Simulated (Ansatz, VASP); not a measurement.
## MgTl: VASP beside Ansatz

```
Mg Tl
1.0
     3.58587    0.00000    0.00000
     0.00000    3.58587    0.00000
     0.00000    0.00000    3.58587
Mg Tl
1 1
Direct
  0.00000 0.00000 0.00000
  0.50000 0.50000 0.50000
```

Change from the starting cell: volume scaled by 0.96, PAW files.

Alike in both runs: task electric field gradients; functional LDA; k mesh 9 × 9 × 9; occupations fermi-dirac, width 0.05 eV; no spin polarisation.

```csv
,VASP,Ansatz
version,VASP 6.6.1,Ansatz 0.2.0
potentials or method,"VASP PAW LDA potentials, release 64 (Mg, Tl_d)","PAW with Ansatz's default frozen-core files, scalar-relativistic"
plane-wave cutoff (eV),520,420
valence electrons in the cell,15,23
```

VASP gave:

| Quantity | Value |
| --- | --- |
| pressure (GPa) | -1.1 |

Task: What did Ansatz give for the same quantities?

Result: Pressure (GPa): -0.9.

LDA's correlation is that of Perdew and Zunger in VASP and of Perdew and Wang (1992) in Ansatz. VASP's potentials hold 15 valence electrons a cell and Ansatz's 23, so a difference there can come from the potentials and not from the codes.

Spin-orbit coupling is off throughout.
